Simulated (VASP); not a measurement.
# AlAs5 (I4/mmm) in VASP: notebook

AlAs5 is run at these levels: PBE; tasks: single point, relaxation of cell and atoms.

Everything below comes from runs of VASP 6.6.1. Logs are shortened: lines on timing, memory, paths and dates and some standing lists are left out, and cuts for length are marked.

## Step 1: The cell of the first run

Symmetry: I4/mmm, No. 139, tetragonal system. Conventional cell: a = 5.709 Å, b = 5.709 Å, c = 7.849 Å, α = 90.00°, β = 90.00°, γ = 90.00°. Within 3.7 Å of Al (site symmetry 4/mmm) lie 8 As at 2.82 Å. Within 3.7 Å of As (site symmetry 2/m) lie 2 Al at 2.82 Å and 6 As at 2.82 to 2.85 Å. As (site symmetry 4/mmm) has 8 As at 2.82 Å within 3.7 Å.

## Step 2: Single point, PBE

File INCAR:

```
SYSTEM = AlAs5
  PREC = Accurate
  ENCUT = 520
  EDIFF = 1E-6
  ISMEAR = 0
  SIGMA = 0.1
  LREAL = .FALSE.
  LASPH = .TRUE.
  NELM = 80
  ALGO = Normal
  ISIF = 2
  LWAVE = .FALSE.
  LCHARG = .FALSE.
  GGA = PE
  NBANDS = 23
```

File KPOINTS:

```
Automatic mesh
0
G
  4 4 4
  0 0 0
```

File POSCAR:

```
AlAs5
1.0
   -2.8546639100      2.8546639100      3.9245365362
    2.8546639100     -2.8546639100      3.9245365362
    2.8546639100      2.8546639100     -3.9245365362
Al As
1 5
Direct
    0.5000000000      0.5000000000      0.0000000000
    0.5000000000      0.5000000000      0.5000000000
    0.0000000000      0.0000000000      0.5000000000
    0.5000000000      0.0000000000      0.0000000000
    0.0000000000      0.5000000000      0.0000000000
    0.0000000000      0.0000000000      0.0000000000
```

Potentials or basis: VASP PAW PBE potentials, release 64 (Al, As).

Command:

```
$ cat potpaw_PBE.64/Al/POTCAR potpaw_PBE.64/As/POTCAR > POTCAR
$ mpirun -np 1 vasp_std > vasp.out
```

OUTCAR:

```text
SYSTEM = AlAs5
   PREC = Accurate
   ENCUT = 520
   EDIFF = 1E-6
   ISMEAR = 0
   LREAL = .FALSE.
   LASPH = .TRUE.
   NELM = 80
   ISIF = 2
   GGA = PE

 ion  position               nearest neighbor table
   1  0.500  0.500  0.000-   2 2.82   3 2.82   4 2.82   5 2.82   2 2.82   4 2.82   5 2.82   3 2.82

   2  0.500  0.500  0.500-   1 2.82   6 2.82   1 2.82   6 2.82   5 2.85   4 2.85   5 2.85   4 2.85

   3  0.000  0.000  0.500-   1 2.82   6 2.82   6 2.82   1 2.82   5 2.85   5 2.85   4 2.85   4 2.85

   4  0.500  0.000  0.000-   1 2.82   6 2.82   1 2.82   6 2.82   3 2.85   2 2.85   2 2.85   3 2.85

   5  0.000  0.500  0.000-   1 2.82   6 2.82   6 2.82   1 2.82   3 2.85   3 2.85   2 2.85   2 2.85

   6  0.000  0.000  0.000-   2 2.82   3 2.82   4 2.82   5 2.82   3 2.82   5 2.82   4 2.82   2 2.82

  LATTYP: Found a body centered tetragonal cell.
 ALAT       =     5.7093278200
 C/A-ratio  =     1.3747805906

  Lattice vectors:

 A1 = (  -2.8546639100,   2.8546639100,   3.9245365362)
 A2 = (   2.8546639100,  -2.8546639100,   3.9245365362)
 A3 = (   2.8546639100,   2.8546639100,  -3.9245365362)

Analysis of symmetry for initial positions (statically):
=====================================================================
 Subroutine PRICEL returns:
 Original cell was already a primitive cell.

 Routine SETGRP: Setting up the symmetry group for a
 body centered tetragonal supercell.

 Subroutine GETGRP returns: Found 16 space group operations
 (whereof 16 operations were pure point group operations)
 out of a pool of 16 trial point group operations.

The static configuration has the point symmetry D_4h.

Analysis of symmetry for dynamics (positions and initial velocities):
=====================================================================
 Subroutine PRICEL returns:
 Original cell was already a primitive cell.

 Routine SETGRP: Setting up the symmetry group for a
 body centered tetragonal supercell.

 Subroutine GETGRP returns: Found 16 space group operations
 (whereof 16 operations were pure point group operations)
 out of a pool of 16 trial point group operations.

The dynamic configuration has the point symmetry D_4h.

 Subroutine INISYM returns: Found 16 space group operations
 (whereof 16 operations are pure point group operations),
 and found     1 'primitive' translations

----------------------------------------------------------------------------------------

                                     Primitive cell

  volume of cell :     127.9259

  direct lattice vectors                    reciprocal lattice vectors
    -2.854663910  2.854663910  3.924536536     0.000000000  0.175151967  0.127403579
     2.854663910 -2.854663910  3.924536536     0.175151967  0.000000000  0.127403579
     2.854663910  2.854663910 -3.924536536     0.175151967  0.175151967  0.000000000

  length of vectors
     5.630292985  5.630292985  5.630292985     0.216586896  0.216586896  0.247702288

  position of ions in fractional coordinates (direct lattice)
     0.500000000  0.500000000  0.000000000
     0.500000000  0.500000000  0.500000000
     0.000000000  0.000000000  0.500000000
     0.500000000  0.000000000  0.000000000
     0.000000000  0.500000000  0.000000000
     0.000000000  0.000000000  0.000000000

  ion indices of the primitive-cell ions
   primitive index   ion index
                 1           1
                 2           2
                 3           3
                 4           4
                 5           5
                 6           6

----------------------------------------------------------------------------------------

 KPOINTS: Automatic mesh

Automatic generation of k-mesh.
 Grid dimensions read from file:
 generate k-points for:    4    4    4

 Generating k-lattice:

  Cartesian coordinates                     Fractional coordinates (reciprocal lattice)
     0.000000000  0.043787992  0.031850895     0.250000000  0.000000000  0.000000000
     0.043787992  0.000000000  0.031850895     0.000000000  0.250000000  0.000000000
     0.043787992  0.043787992  0.000000000     0.000000000  0.000000000  0.250000000

  Length of vectors
     0.054146724  0.054146724  0.061925572

  Shift w.r.t. Gamma in fractional coordinates (k-lattice)
     0.000000000  0.000000000  0.000000000

 Subroutine IBZKPT returns following result:
 ===========================================

 Found     13 irreducible k-points:

 Following reciprocal coordinates:
            Coordinates               Weight
  0.000000  0.000000  0.000000      1.000000
  0.250000  0.000000  0.000000      8.000000
  0.500000  0.000000  0.000000      4.000000
  0.250000  0.250000  0.000000      8.000000
  0.500000  0.250000  0.000000     16.000000
 -0.250000  0.250000  0.000000      4.000000
  0.500000  0.500000  0.000000      2.000000
  0.250000  0.250000  0.250000      2.000000
 -0.250000  0.250000  0.250000      4.000000
  0.500000  0.500000  0.250000      4.000000
[... 117 lines left out ...]
      3      -5.8154      2.00000
      4      -4.4137      2.00000
      5      -3.8146      2.00000
      6      -0.5068      2.00000
[... 15 lines left out ...]
     22       9.9616      0.00000
     23      10.1817      0.00000

 k-point     5 :       0.5000    0.2500    0.0000
  band No.  band energies     occupation
      1      -7.9517      2.00000
      2      -6.9266      2.00000
      3      -5.6211      2.00000
      4      -5.0142      2.00000
      5      -3.9868      2.00000
      6      -0.0099      2.00000
[... 15 lines left out ...]
     22       9.9904      0.00000
     23      10.6465      0.00000

 k-point     6 :      -0.2500    0.2500    0.0000
  band No.  band energies     occupation
      1      -8.6680      2.00000
      2      -5.7890      2.00000
      3      -5.4782      2.00000
      4      -4.7758      2.00000
      5      -3.7800      2.00000
      6      -0.2850      2.00000
[... 15 lines left out ...]
     22       9.7790      0.00000
     23      10.0456      0.00000

 k-point     7 :       0.5000    0.5000    0.0000
  band No.  band energies     occupation
      1      -7.7433      2.00000
      2      -6.3597      2.00000
      3      -6.2100      2.00000
      4      -5.7481      2.00000
      5      -4.0931      2.00000
      6       0.1364      2.00000
[... 15 lines left out ...]
     22      10.1116      0.00000
     23      11.9673      0.00000

 k-point     8 :       0.2500    0.2500    0.2500
  band No.  band energies     occupation
      1      -7.6163      2.00000
      2      -6.5763      2.00000
      3      -6.0840      2.00000
      4      -6.0840      2.00000
      5      -3.5535      2.00000
      6       0.3268      2.00000
[... 15 lines left out ...]
     22      10.4245      0.00000
     23      10.4245      0.00000

 k-point     9 :      -0.2500    0.2500    0.2500
  band No.  band energies     occupation
      1      -8.2050      2.00000
      2      -6.9895      2.00000
      3      -4.7523      2.00000
      4      -4.7377      2.00000
      5      -4.1625      2.00000
      6      -0.9529      2.00000
[... 15 lines left out ...]
     22       9.9164      0.00000
     23      10.2182      0.00000

 k-point    10 :       0.5000    0.5000    0.2500
  band No.  band energies     occupation
      1      -7.4755      2.00000
      2      -7.3003      2.00000
      3      -6.0916      2.00000
      4      -4.7646      2.00000
      5      -3.8007      2.00000
      6      -1.2755      2.00000
[... 15 lines left out ...]
     22       8.5456      0.00000
     23       9.2856      0.00000

 k-point    11 :      -0.2500    0.5000    0.2500
  band No.  band energies     occupation
      1      -8.0431      2.00000
      2      -6.9306      2.00000
      3      -5.4301      2.00000
      4      -5.0728      2.00000
      5      -3.1772      2.00000
      6      -1.7458      2.00000
[... 15 lines left out ...]
     22       9.4367      0.00000
     23      10.3655      0.00000

 k-point    12 :      -0.2500   -0.2500    0.2500
  band No.  band energies     occupation
      1      -8.7139      2.00000
      2      -5.4861      2.00000
      3      -5.4861      2.00000
      4      -5.2131      2.00000
      5      -2.6119      2.00000
      6      -1.6030      2.00000
[... 15 lines left out ...]
     22      10.3008      0.00000
     23      10.6849      0.00000

 k-point    13 :       0.5000    0.5000    0.5000
  band No.  band energies     occupation
      1      -7.9820      2.00000
      2      -6.3905      2.00000
      3      -5.7633      2.00000
      4      -5.7633      2.00000
      5      -2.5029      2.00000
      6      -2.3726      2.00000
[... 15 lines left out ...]
     22       8.9660      0.00000
     23      10.0703      0.00000

------------------------ aborting loop because EDIFF is reached ----------------------------------------

  FORCE on cell =-STRESS in cart. coord.  units (eV):
  Direction    XX          YY          ZZ          XY          YZ          ZX
  --------------------------------------------------------------------------------------
  -------------------------------------------------------------------------------------
  Total        0.0771830      0.0771830      0.1175119      0.0000000      0.0000000      0.0000000
  in kB        0.9666600      0.9666600      1.4717498      0.0000000      0.0000000      0.0000000
  external PRESSURE =       1.1350233 kB  Pullay stress =       0.0000000 kB

 VOLUME and BASIS-vectors are now :
 -----------------------------------------------------------------------------
  energy-cutoff  :      520.00
  volume of cell :      127.93
      direct lattice vectors                 reciprocal lattice vectors
    -2.854663910  2.854663910  3.924536536     0.000000000  0.175151967  0.127403579
     2.854663910 -2.854663910  3.924536536     0.175151967  0.000000000  0.127403579
     2.854663910  2.854663910 -3.924536536     0.175151967  0.175151967  0.000000000

 POSITION                                       TOTAL-FORCE (eV/Angst)
 -----------------------------------------------------------------------------------
      0.00000      0.00000      3.92454         0.000000     -0.000000      0.000000
      1.42733      1.42733      1.96227         0.000000      0.000000      0.000000
      1.42733      1.42733     -1.96227         0.000000      0.000000      0.000000
     -1.42733      1.42733      1.96227        -0.000000      0.000000     -0.000000
      1.42733     -1.42733      1.96227        -0.000000      0.000000      0.000000
      0.00000      0.00000      0.00000         0.000000      0.000000      0.000000
 -----------------------------------------------------------------------------------
    total drift:                               -0.000000     -0.000000      0.000000

  FREE ENERGIE OF THE ION-ELECTRON SYSTEM (eV)
  ---------------------------------------------------
  free  energy   TOTEN  =       -25.9132278024 eV

  energy  without entropy=      -25.9031906826  energy(sigma->0) =      -25.90820924
```

It took 23 s on 1 thread of Intel Xeon 6975P-C (Granite Rapids), shared host; peak memory 0.24 GiB.

Results:

```yaml
Free_energy: -25.9132 eV
Pressure: 0.1 GPa
Band_gap_on_the_k_mesh: zero (band 14 reaches 7.11 eV, above the bottom of band 15 at 4.70 eV)
```

Levels at points of the mesh, in eV from the Fermi level:
```csv
k point,band 10,band 11,band 12,band 13,band 14,band 15,band 16,band 17,band 18,band 19
"(0.00, 0.00, 0.00)",-3.81,-3.81,-3.58,-2.32,2.10,2.13,2.35,2.75,2.75,5.34
"(0.50, 0.00, 0.00)",-2.10,-2.02,-1.39,-0.72,-0.57,0.25,0.43,2.37,3.14,3.64
"(0.50, 0.50, 0.00)",-1.46,-1.33,-0.85,-0.63,-0.39,-0.31,-0.09,0.00,0.21,2.14
"(0.50, 0.50, 0.50)",-1.13,-0.62,-0.51,-0.27,-0.27,-0.25,-0.25,2.05,2.76,2.76
```

Caveat: the k points lie up to 0.39 Å⁻¹ apart.

## Step 3: Single point, PBE

This run uses another cell than the first one, of 24.47 Å³/atom, 1.148 times its volume.

File INCAR:

```
PREC     = Accurate       # precision mode
ENCUT    = 520            # plane-wave cutoff, eV
EDIFF    = 1E-6           # SCF threshold, eV
ISMEAR   = 0              # smearing method
SIGMA    = 0.1            # smearing width, eV
LREAL    = False          # projectors in reciprocal space
LASPH    = True           # aspherical terms in the spheres
NELM     = 100            # most SCF steps
ALGO     = Normal         # electronic algorithm
ISIF     = 2              # what is computed and relaxed
LWAVE    = False          # write WAVECAR
LCHARG   = True           # write CHGCAR
GGA      = PE             # functional
LELF     = True           # ELF
LVHAR    = True         
NBANDS   = 23             # bands
```

File KPOINTS:

```
regular mesh
0
Gamma
  4 4 4
```

Changes to POSCAR since step 2:

```diff
@@ -2,5 +2,5 @@
 1.0
-   -2.8546639100      2.8546639100      3.9245365362
-    2.8546639100     -2.8546639100      3.9245365362
-    2.8546639100      2.8546639100     -3.9245365362
+   -2.6746490600      2.6746490600      5.1303704700
+    2.6746490600     -2.6746490600      5.1303704700
+    2.6746490600      2.6746490600     -5.1303704700
 Al As
```

Potentials or basis: VASP PAW PBE potentials, release 64 (Al, As).

Command:

```
$ cat potpaw_PBE.64/Al/POTCAR potpaw_PBE.64/As/POTCAR > POTCAR
$ mpirun -np 1 vasp_std > vasp.out
```

Wall time 29 s (1 thread of Intel Xeon 6975P-C (Granite Rapids), shared host); peak memory 0.31 GiB.

Results (log left out):

```yaml
Free_energy: -24.4721 eV
Pressure: -3.7 GPa
Band_gap_on_the_k_mesh: zero (band 14 reaches 6.03 eV, above the bottom of band 15 at 3.16 eV)
```

Stress tensor (GPa, compression positive):
```
-1.22  0.00  0.00
 0.00 -1.22  0.00
 0.00  0.00 -8.57
```

Levels at points of the mesh, in eV from the Fermi level:
```csv
k point,band 10,band 11,band 12,band 13,band 14,band 15,band 16,band 17,band 18,band 19
"(0.00, 0.00, 0.00)",-3.54,-3.48,-3.05,-3.05,1.95,1.95,1.98,2.31,2.57,2.92
"(0.50, 0.00, 0.00)",-1.89,-1.76,-1.19,-1.19,-0.79,-0.24,1.32,1.49,1.69,2.04
"(0.50, 0.50, 0.00)",-1.50,-1.06,-0.73,-0.49,-0.49,-0.44,0.22,0.52,0.57,1.06
"(0.50, 0.50, 0.50)",-3.27,-1.19,-1.09,-1.09,-0.92,-0.92,0.49,1.24,1.54,2.57
```

Caveat: the k points lie up to 0.42 Å⁻¹ apart.

## Step 4: Relaxation of cell and atoms, PBE

This run uses another cell than the first one, of 24.47 Å³/atom, 1.148 times its volume.

File INCAR:

```
PREC = Accurate
ENCUT = 600
EDIFF = 1E-6
ISMEAR = 0
SIGMA = 0.1
LREAL = False
LASPH = True
NELM = 80
ALGO = Normal
ISIF = 3
LWAVE = False
LCHARG = False
GGA = PE
IBRION = 2
NSW = 90
EDIFFG = -0.04
```

File KPOINTS:

```
Automatic mesh
0
Gamma
  4 4 4
```

POSCAR is that of step 3.

Command:

```
$ cat potpaw_PBE.64/Al/POTCAR potpaw_PBE.64/As/POTCAR > POTCAR
$ mpirun -np 1 vasp_std > vasp.out
```

Wall time 4.9 min (1 thread of Intel Xeon 6975P-C (Granite Rapids), shared host); peak memory 0.42 GiB.

The run converged. Its results:

* Free energy: -25.9134 eV
* Relaxed volume: 21.34 Å³/atom
* Relaxed cell: a = 5.635 Å, b = 5.635 Å, c = 5.635 Å, α = 119.21°, β = 119.21°, γ = 91.37°
* Space group after relaxing (to 0.05 Å): I4/mmm (No. 139)
* Energy gained by relaxing: 240.2 meV/atom
* Ionic steps: 11
* Pressure after relaxing: 0.1 GPa
* Band gap on the k mesh: zero (band 14 reaches 7.09 eV, above the bottom of band 15 at 4.70 eV)

Stress tensor (GPa, compression positive):
```
 0.18  0.00  0.00
 0.00  0.18  0.00
 0.00  0.00 -0.11
```

The path:
```
step  energy change (eV)  largest force (eV/Å)  pressure (GPa)  volume (Å³)
   1              0.0000                0.0000           -3.67       146.81
   2             -0.3960                0.0000           -0.31       135.08
   3             -0.5220                0.0000            2.87       127.30
   4             -0.9332                0.0000            1.53       127.67
   5             -1.3008                0.0000            1.51       125.22
   6             -1.4069                0.0000            0.92       126.29
   7             -1.4120                0.0000            0.75       127.21
   8             -1.4367                0.0000            0.78       126.74
   9             -1.4386                0.0000            0.75       126.84
  10             -1.4392                0.0000           -0.48       129.05
  11             -1.4412                0.0000            0.08       128.01
```

Final structure:
```
Al As
1.0
    -2.85110    2.85110    3.93705
     2.85110   -2.85110    3.93705
     2.85110    2.85110   -3.93705
Al As
1 5
Direct
  0.50000 0.50000 0.00000
  0.50000 0.50000 0.50000
  0.00000 0.00000 0.50000
  0.50000 0.00000 0.00000
  0.00000 0.50000 0.00000
  0.00000 0.00000 0.00000
```

Levels at points of the mesh, in eV from the Fermi level:
| k point | band 12 | band 13 | band 14 | band 15 | band 16 | band 17 |
| --- | --- | --- | --- | --- | --- | --- |
| (0.00, 0.00, 0.00) | -3.62 | -2.34 | 2.09 | 2.12 | 2.34 | 2.76 |
| (0.50, 0.00, 0.00) | -1.39 | -0.73 | -0.58 | 0.27 | 0.45 | 2.33 |
| (0.50, 0.50, 0.00) | -0.85 | -0.66 | -0.39 | -0.31 | -0.09 | -0.01 |
| (0.50, 0.50, 0.50) | -0.49 | -0.29 | -0.29 | -0.26 | -0.26 | 2.04 |

Caveat: the k points lie up to 0.39 Å⁻¹ apart in the final cell.

## Step 5: The runs side by side

| task | cell | cutoff (eV) | gap on the mesh (eV) | pressure (GPa) |
| --- | --- | --- | --- | --- |
| single point | a = 5.630 Å, angles 119.1, 119.1, 91.6°, 6 atoms | 520 | none | 0.1 |
| single point | a = 6.374 Å, angles 130.4, 130.4, 72.8°, 6 atoms | 520 | none | -3.7 |
| relaxation of cell and atoms | relaxed from a = 6.374 Å, angles 130.4, 130.4, 72.8°, 6 atoms | 600 | none | 0.1 |

Alike in all rows: level PBE; potentials or basis VASP PAW PBE potentials, release 64 (Al, As); no spin polarisation; k mesh 4 × 4 × 4; smearing gaussian 0.1 eV.

Caveats: all runs use coarse meshes.

Absolute energies hang on the potentials; compare differences alone.
